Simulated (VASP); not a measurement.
# NiO (Fm-3m) in VASP: notebook

Runs on NiO. Level: PBEsol. Tasks: single point.

Everything below comes from runs of VASP 6.6.1. Logs are shortened: lines on timing, memory, paths and dates and some standing lists are left out, and cuts for length are marked.

## Step 1: The cell of the first run

It takes space group Fm-3m (No. 225, cubic). Conventional cell: a = 4.172 Å, b = 4.172 Å, c = 4.172 Å, α = 90.00°, β = 90.00°, γ = 90.00°. Within 2.8 Å of Ni (site symmetry m-3m) lie 6 O at 2.09 Å. O (site symmetry m-3m) has 6 Ni at 2.09 Å within 2.8 Å.

## Step 2: Single point, PBEsol, non-collinear spin, typed start, spin-orbit coupling

Input file INCAR:

```
  PREC = Accurate
  ENCUT = 520
  EDIFF = 1E-6
  ISMEAR = -1
  SIGMA = 0.1
  LREAL = False
  LASPH = True
  NELM = 150
  ALGO = Normal
  ISIF = 2
  LWAVE = False
  LCHARG = False
  LNONCOLLINEAR = True
  MAGMOM = 0 0 1.5 0 0 0
  LORBIT = 11
  LSORBIT = True
  GGA_COMPAT = False
  LORBMOM = True
  LMAXMIX = 4
  GGA = PS
  NBANDS = 28
```

Input file KPOINTS:

```
regular mesh
0
Gamma
  6 6 6
```

Input file POSCAR:

```
NiO
1.0
    0.0000000000      2.0859000000      2.0859000000
    2.0859000000      0.0000000000      2.0859000000
    2.0859000000      2.0859000000      0.0000000000
Ni O
1 1
Direct
    0.0000000000      0.0000000000      0.0000000000
    0.5000000000      0.5000000000      0.5000000000
```

Potentials or basis: VASP PAW PBE potentials, release 64 (Ni, O).

Launch:

```
$ cat potpaw_PBE.64/Ni/POTCAR potpaw_PBE.64/O/POTCAR > POTCAR
$ mpirun -np 1 vasp_ncl > vasp.out
```

OUTCAR:

```text
PREC = Accurate
   ENCUT = 520
   EDIFF = 1E-6
   ISMEAR = -1
   LREAL = False
   LASPH = True
   NELM = 150
   ISIF = 2
   LNONCOLLINEAR = True
   LORBIT = 11
   LSORBIT = True
   GGA = PS

 ion  position               nearest neighbor table
   1  0.000  0.000  0.000-   2 2.09   2 2.09   2 2.09   2 2.09   2 2.09   2 2.09
   2  0.500  0.500  0.500-   1 2.09   1 2.09   1 2.09   1 2.09   1 2.09   1 2.09

  LATTYP: Found a face centered cubic cell.
 ALAT       =     4.1718000000

  Lattice vectors:

 A1 = (   0.0000000000,   2.0859000000,   2.0859000000)
 A2 = (   2.0859000000,   0.0000000000,   2.0859000000)
 A3 = (   2.0859000000,   2.0859000000,   0.0000000000)

Analysis of symmetry for initial positions (statically):
=====================================================================
 Subroutine PRICEL returns:
 Original cell was already a primitive cell.

 Routine SETGRP: Setting up the symmetry group for a
 face centered cubic supercell.

 Subroutine GETGRP returns: Found 48 space group operations
[... 9 lines left out ...]

 Routine SETGRP: Setting up the symmetry group for a
 face centered cubic supercell.

 Subroutine GETGRP returns: Found 48 space group operations
 (whereof 48 operations were pure point group operations)
 out of a pool of 48 trial point group operations.

The dynamic configuration has the point symmetry O_h .

Analysis of structural, dynamic, and magnetic symmetry:
=====================================================================
 Subroutine PRICEL returns:
 Original cell was already a primitive cell.

 Routine SETGRP: Setting up the symmetry group for a
 face centered cubic supercell.

 Subroutine GETGRP returns: Found  8 space group operations
 (whereof  8 operations were pure point group operations)
 out of a pool of 48 trial point group operations.

The overall configuration has the point symmetry C_4h.

 Subroutine INISYM returns: Found  8 space group operations
 (whereof  8 operations are pure point group operations),
 and found     1 'primitive' translations

----------------------------------------------------------------------------------------

                                     Primitive cell

  volume of cell :      18.1514

  direct lattice vectors                    reciprocal lattice vectors
     0.000000000  2.085900000  2.085900000    -0.239704684  0.239704684  0.239704684
     2.085900000  0.000000000  2.085900000     0.239704684 -0.239704684  0.239704684
     2.085900000  2.085900000  0.000000000     0.239704684  0.239704684 -0.239704684

  length of vectors
     2.949908070  2.949908070  2.949908070     0.415180691  0.415180691  0.415180691

  position of ions in fractional coordinates (direct lattice)
     0.000000000  0.000000000  0.000000000
     0.500000000  0.500000000  0.500000000

  ion indices of the primitive-cell ions
   primitive index   ion index
                 1           1
                 2           2

----------------------------------------------------------------------------------------

 KPOINTS: regular mesh

Automatic generation of k-mesh.
 Grid dimensions read from file:
 generate k-points for:    6    6    6

 Generating k-lattice:

  Cartesian coordinates                     Fractional coordinates (reciprocal lattice)
    -0.039950781  0.039950781  0.039950781     0.166666667  0.000000000  0.000000000
     0.039950781 -0.039950781  0.039950781     0.000000000  0.166666667  0.000000000
     0.039950781  0.039950781 -0.039950781     0.000000000  0.000000000  0.166666667

  Length of vectors
     0.069196782  0.069196782  0.069196782

  Shift w.r.t. Gamma in fractional coordinates (k-lattice)
     0.000000000  0.000000000  0.000000000

 Subroutine IBZKPT returns following result:
 ===========================================

[... 76 lines left out ...]
   LEPSILON=     F    determine dielectric tensor
   LRPA    =     F    only Hartree local field effects (RPA)
  energy-cutoff  :      520.00
  volume of cell :       18.15
 maximum number of plane-waves:      1062
 NGX is ok and might be reduce to    24
   NGX = 11   NGY = 11   NGZ = 11

 number of electron      16.0000001 magnetization      -0.0000000     -0.0000000      1.5885893

 number of electron      16.0000001 magnetization      -0.0000000      0.0000000      1.5890925

 number of electron      16.0000001 magnetization       0.0000000      0.0000000      1.5890925

 Free energy of the ion-electron system (eV)
  ---------------------------------------------------
  ext. energy  EPLUGINS =         0.00000000
  ---------------------------------------------------
  free energy    TOTEN  =       -12.41420091 eV

  energy without entropy =      -12.36940329  energy(sigma->0) =      -12.39180210

 E-fermi :   7.7701     XC(G=0): -12.9609

 val. band max:        7.7150639943   @ k =   0.3333   0.0000   0.0000
 cond. band min:       7.8116199990   @ k =  -0.3333   0.5000   0.1667
 fundamental gap:      0.0965560046
 Fermi energy:         7.7700558273

 k-point     1 :       0.0000    0.0000    0.0000
  band No.  band energies     occupation
      1     -12.6211      1.00000
      2     -12.2142      1.00000
      3       4.6779      1.00000
      4       4.6944      1.00000
      5       4.7122      1.00000
      6       4.8526      1.00000
[... 733 lines left out ...]
     27      27.7299      0.00000
     28      28.0154      0.00000

 [... further k-points ...]
[... 5 lines left out ...]
  --------------------------------------------------------------------------------------
  -------------------------------------------------------------------------------------
  Total       -0.5924069     -0.5924069     -0.5951095      0.0000049      0.0000000      0.0000000
  in kB      -52.2901966    -52.2901966    -52.5287442      0.0004314      0.0000000      0.0000000
  external PRESSURE =     -52.3697125 kB  Pullay stress =       0.0000000 kB

 VOLUME and BASIS-vectors are now :
 -----------------------------------------------------------------------------
  energy-cutoff  :      520.00
  volume of cell :       18.15
      direct lattice vectors                 reciprocal lattice vectors
     0.000000000  2.085900000  2.085900000    -0.239704684  0.239704684  0.239704684
     2.085900000  0.000000000  2.085900000     0.239704684 -0.239704684  0.239704684
     2.085900000  2.085900000  0.000000000     0.239704684  0.239704684 -0.239704684

 POSITION                                       TOTAL-FORCE (eV/Angst)
 -----------------------------------------------------------------------------------
      0.00000      0.00000      0.00000        -0.000000      0.000000      0.000000
      2.08590      2.08590      2.08590         0.000000     -0.000000      0.000000
 -----------------------------------------------------------------------------------
    total drift:                               -0.000000     -0.000000     -0.000000

  FREE ENERGIE OF THE ION-ELECTRON SYSTEM (eV)
  ---------------------------------------------------
  free  energy   TOTEN  =       -12.4142009131 eV

  energy  without entropy=      -12.3694032861  energy(sigma->0) =      -12.39180210

 orbital moment (x)

 # of ion     p       d       tot
 ----------------------------------------
  1         0.000   0.000   0.000
  2         0.000   0.000   0.000
 ----------------------------------------
            0.000   0.000   0.000

 orbital moment (y)

 # of ion     p       d       tot
 ----------------------------------------
  1         0.000  -0.000  -0.000
  2         0.000   0.000   0.000
 ----------------------------------------
            0.000  -0.000  -0.000

 orbital moment (z)

 # of ion     p       d       tot
 ----------------------------------------
  1         0.000   0.144   0.144
  2        -0.003   0.000  -0.003
 ----------------------------------------
           -0.003   0.144   0.142

 Spin-Orbit-Coupling matrix elements

 Ion:    1  E_soc:     -0.0256211
 l=   1
     0.0000000    -0.0002095    -0.0002111
    -0.0002095     0.0000000    -0.0002095
    -0.0002111    -0.0002095     0.0000000
 l=   2
     0.0000000    -0.0001320     0.0000000    -0.0001320    -0.0046209
    -0.0001320     0.0000000    -0.0026832    -0.0001571    -0.0008859
     0.0000000    -0.0026832     0.0000000    -0.0026832     0.0000000
    -0.0001320    -0.0001571    -0.0026832     0.0000000    -0.0008859
    -0.0046209    -0.0008859     0.0000000    -0.0008859     0.0000000
 l=   3
     0.0000000     0.0000000     0.0000000     0.0000000     0.0000000     0.0000000     0.0000000
     0.0000000     0.0000000     0.0000000     0.0000000     0.0000000     0.0000000     0.0000000
     0.0000000     0.0000000     0.0000000     0.0000000     0.0000000     0.0000000     0.0000000
     0.0000000     0.0000000     0.0000000     0.0000000     0.0000000     0.0000000     0.0000000
     0.0000000     0.0000000     0.0000000     0.0000000     0.0000000     0.0000000     0.0000000
     0.0000000     0.0000000     0.0000000     0.0000000     0.0000000     0.0000000     0.0000000
     0.0000000     0.0000000     0.0000000     0.0000000     0.0000000     0.0000000     0.0000000

 Ion:    2  E_soc:      0.0001305
 l=   1
     0.0000000     0.0000211     0.0000230
     0.0000211     0.0000000     0.0000211
     0.0000230     0.0000211     0.0000000
 l=   2
     0.0000000     0.0000000     0.0000000     0.0000000     0.0000000
     0.0000000     0.0000000     0.0000000     0.0000000     0.0000000
     0.0000000     0.0000000     0.0000000     0.0000000     0.0000000
     0.0000000     0.0000000     0.0000000     0.0000000     0.0000000
     0.0000000     0.0000000     0.0000000     0.0000000     0.0000000
 l=   3
     0.0000000     0.0000000     0.0000000     0.0000000     0.0000000     0.0000000     0.0000000
     0.0000000     0.0000000     0.0000000     0.0000000     0.0000000     0.0000000     0.0000000
     0.0000000     0.0000000     0.0000000     0.0000000     0.0000000     0.0000000     0.0000000
     0.0000000     0.0000000     0.0000000     0.0000000     0.0000000     0.0000000     0.0000000
     0.0000000     0.0000000     0.0000000     0.0000000     0.0000000     0.0000000     0.0000000
     0.0000000     0.0000000     0.0000000     0.0000000     0.0000000     0.0000000     0.0000000
     0.0000000     0.0000000     0.0000000     0.0000000     0.0000000     0.0000000     0.0000000

 total charge

# of ion       s       p       d       tot
------------------------------------------
    1        0.337   0.410   8.273   9.020
    2        1.555   3.387   0.000   4.942
--------------------------------------------------
tot          1.892   3.798   8.273  13.962

 magnetization (x)

# of ion       s       p       d       tot
------------------------------------------
    1        0.000   0.000   0.000   0.000
    2        0.000   0.000   0.000   0.000
--------------------------------------------------
tot          0.000   0.000   0.000   0.000

 magnetization (y)

# of ion       s       p       d       tot
------------------------------------------
    1        0.000   0.000   0.000   0.000
    2        0.000   0.000   0.000   0.000
--------------------------------------------------
tot          0.000   0.000   0.000   0.000

 magnetization (z)

# of ion       s       p       d       tot
------------------------------------------
    1        0.010   0.015   1.278   1.303
    2        0.026   0.220   0.000   0.245
--------------------------------------------------
tot          0.036   0.235   1.278   1.549
```

Wall time 90 s (1 thread of AMD EPYC 7R43 (Zen 3), shared host); peak memory 0.17 GiB.

Results:

```
Free energy                                           : -12.4142 eV
Pressure                                              : -5.2 GPa
Net moment                                            : 1.59 μB per cell
Valence electrons inside the program's atomic spheres : Ni 9.02; O 4.94
```

Moments on the atoms (μB; x, y, z):
```
Ni  0.00 0.00 1.30
O   0.00 0.00 0.24
```

Caveat: the k points lie up to 0.43 Å⁻¹ apart; the PAW data sets were made with another functional, which shifts forces and pressure a little; a cell with one magnetic atom can't hold antiferromagnetic order, which such compounds often take.

## Step 3: Single point, PBEsol, non-collinear spin, typed start, spin-orbit coupling

Input file INCAR:

```
PREC = Accurate ; ENCUT = 520
EDIFF = 1E-7 ; ISMEAR = -1
SIGMA = 0.1 ; LREAL = F
LASPH = T ; NELM = 150
ALGO = Normal ; ISIF = 2
LWAVE = F ; LCHARG = F
LNONCOLLINEAR = T ; MAGMOM = 1.5 0 0 0 0 0
LORBIT = 11 ; LSORBIT = T
GGA_COMPAT = F ; LORBMOM = T
LMAXMIX = 4 ; GGA = PS
NBANDS = 28
```

KPOINTS is that of step 2.

POSCAR is that of step 2.

Potentials or basis: VASP PAW PBE potentials, release 64 (Ni, O).

Launch:

```
$ cat potpaw_PBE.64/Ni/POTCAR potpaw_PBE.64/O/POTCAR > POTCAR
$ mpirun -np 1 vasp_ncl > vasp.out
```

It took 94 s on 1 thread of AMD EPYC 7R43 (Zen 3), shared host; peak memory 0.18 GiB.

Results (log left out):

| Quantity | Value |
| --- | --- |
| Free energy | -12.4142 eV |
| Pressure | -5.2 GPa |
| Net moment | 1.59 μB per cell |
| Valence electrons inside the program's atomic spheres | Ni 9.02; O 4.94 |

Moments on the atoms (μB; x, y, z):
```
Ni  1.30 0.00 0.00
O   0.24 0.00 0.00
```

Caveat: the k points lie up to 0.43 Å⁻¹ apart; the PAW data sets were made with another functional, which shifts forces and pressure a little; a cell with one magnetic atom can't hold antiferromagnetic order, which such compounds often take.

## Step 4: Single point, PBEsol, non-collinear spin, typed start, spin-orbit coupling

Input file INCAR:

```
SYSTEM = NiO
PREC = Accurate ; ENCUT = 520
EDIFF = 1E-6 ; ISMEAR = -1
SIGMA = 0.1 ; LREAL = .False.
LASPH = .True. ; NELM = 150
ALGO = Normal ; ISIF = 2
LWAVE = .False. ; LCHARG = .True.
MAGMOM = 0.866 0.866 0.866 0 0 0 ; LORBIT = 11
LSORBIT = .True. ; GGA_COMPAT = .False.
LORBMOM = .True. ; LMAXMIX = 4
GGA = PS ; LVHAR = .True.
NBANDS = 28
```

Input file KPOINTS:

```
Automatic mesh
0
Gamma
  6 6 6
  0 0 0
```

POSCAR is that of step 3.

Potentials or basis: VASP PAW PBE potentials, release 64 (Ni, O).

Launch:

```
$ cat potpaw_PBE.64/Ni/POTCAR potpaw_PBE.64/O/POTCAR > POTCAR
$ mpirun -np 1 vasp_ncl > vasp.out
```

OUTCAR:

```text
SYSTEM = NiO
   PREC = Accurate
   ENCUT = 520
   EDIFF = 1E-6
   ISMEAR = -1
   LREAL = .False.
   LASPH = .True.
   NELM = 150
   ISIF = 2
   LORBIT = 11
   LSORBIT = .True.
   GGA = PS

 ion  position               nearest neighbor table
   1  0.000  0.000  0.000-   2 2.09   2 2.09   2 2.09   2 2.09   2 2.09   2 2.09
   2  0.500  0.500  0.500-   1 2.09   1 2.09   1 2.09   1 2.09   1 2.09   1 2.09

  LATTYP: Found a face centered cubic cell.
 ALAT       =     4.1718000000

  Lattice vectors:

 A1 = (   0.0000000000,   2.0859000000,   2.0859000000)
 A2 = (   2.0859000000,   0.0000000000,   2.0859000000)
 A3 = (   2.0859000000,   2.0859000000,   0.0000000000)

Analysis of symmetry for initial positions (statically):
[... 1033 lines left out ...]
     0.0000000     0.0000000     0.0000000     0.0000000     0.0000000     0.0000000     0.0000000
     0.0000000     0.0000000     0.0000000     0.0000000     0.0000000     0.0000000     0.0000000
     0.0000000     0.0000000     0.0000000     0.0000000     0.0000000     0.0000000     0.0000000
     0.0000000     0.0000000     0.0000000     0.0000000     0.0000000     0.0000000     0.0000000
     0.0000000     0.0000000     0.0000000     0.0000000     0.0000000     0.0000000     0.0000000
     0.0000000     0.0000000     0.0000000     0.0000000     0.0000000     0.0000000     0.0000000

 total charge

# of ion       s       p       d       tot
------------------------------------------
    1        0.337   0.410   8.273   9.020
    2        1.555   3.387   0.000   4.942
--------------------------------------------------
tot          1.892   3.798   8.273  13.962

 magnetization (x)

# of ion       s       p       d       tot
------------------------------------------
    1        0.006   0.009   0.738   0.752
    2        0.015   0.127   0.000   0.142
--------------------------------------------------
tot          0.021   0.136   0.738   0.894

 magnetization (y)

# of ion       s       p       d       tot
------------------------------------------
    1        0.006   0.009   0.738   0.752
    2        0.015   0.127   0.000   0.142
--------------------------------------------------
tot          0.021   0.136   0.738   0.894

 magnetization (z)

# of ion       s       p       d       tot
------------------------------------------
    1        0.006   0.009   0.738   0.752
    2        0.015   0.127   0.000   0.142
--------------------------------------------------
tot          0.021   0.136   0.738   0.894
```

OSZICAR:

```text
N       E                     dE             d eps       ncg     rms          rms(c)
DAV:   1     0.124416855914E+03    0.12442E+03   -0.72781E+03  2376   0.151E+03
DAV:   2    -0.249875570240E+01   -0.12692E+03   -0.11358E+03  2332   0.335E+02
DAV:   3    -0.144513608818E+02   -0.11953E+02   -0.11171E+02  2504   0.111E+02
DAV:   4    -0.146876720466E+02   -0.23631E+00   -0.23528E+00  2380   0.158E+01
DAV:   5    -0.146933231688E+02   -0.56511E-02   -0.56502E-02  2660   0.240E+00    0.146E+01
DAV:   6    -0.136941962228E+02    0.99913E+00   -0.94433E+00  2852   0.822E+01    0.179E+01
DAV:   7    -0.124424208558E+02    0.12518E+01   -0.35197E+00  2556   0.661E+01    0.594E+00
DAV:   8    -0.124152582571E+02    0.27163E-01   -0.38922E-01  3012   0.939E+00    0.360E+00
DAV:   9    -0.124130503874E+02    0.22079E-02   -0.31666E-02  3388   0.362E+00    0.873E-01
DAV:  10    -0.124140768529E+02   -0.10265E-02   -0.61500E-03  2580   0.121E+00    0.301E-01
DAV:  11    -0.124142136615E+02   -0.13681E-03   -0.21771E-04  3104   0.435E-01    0.123E-01
DAV:  12    -0.124142182225E+02   -0.45610E-05   -0.17287E-04  3324   0.311E-01    0.612E-02
DAV:  13    -0.124142224417E+02   -0.42193E-05   -0.61508E-05  2692   0.142E-01    0.186E-02
DAV:  14    -0.124142160410E+02    0.64007E-05   -0.20402E-05  2572   0.669E-02    0.562E-03
DAV:  15    -0.124142155946E+02    0.44645E-06   -0.82242E-06  2272   0.292E-02
   1 F= -.12414216E+02 E0= -.12391815E+02  d E =-.448013E-01  mag=     0.9175     0.9175     0.9175
```

stdout:

```text
POSCAR found type information on POSCAR NiO
 POSCAR found :  2 types and       2 ions
 scaLAPACK will be used
 -----------------------------------------------------------------------------
|                                                                             |
|                                                                             |
|     You enforced a specific xc type in the INCAR file but a different       |
|     I HOPE YOU KNOW WHAT YOU ARE DOING!                                     |
|                                                                             |
 -----------------------------------------------------------------------------

 LDA part: xc-table for (Slater+PW92), standard interpolation
 POSCAR, INCAR and KPOINTS ok, starting setup
 FFT: planning ... GRIDC
 FFT: planning ... GRID_SOFT
 FFT: planning ... GRID
 WAVECAR not read
 entering main loop
```

Wall time 1.7 min (1 thread of AMD EPYC 7R43 (Zen 3), shared host); peak memory 0.17 GiB.

Results:

- Free energy: -12.4142 eV
- Pressure: -5.2 GPa
- Net moment: 1.59 μB per cell
- Valence electrons inside the program's atomic spheres: Ni 9.02; O 4.94

Moments on the atoms (μB; x, y, z):
```
Ni  0.75 0.75 0.75
O   0.14 0.14 0.14
```

Caveat: the k points lie up to 0.43 Å⁻¹ apart; the PAW data sets were made with another functional, which shifts forces and pressure a little; a cell with one magnetic atom can't hold antiferromagnetic order, which such compounds often take.
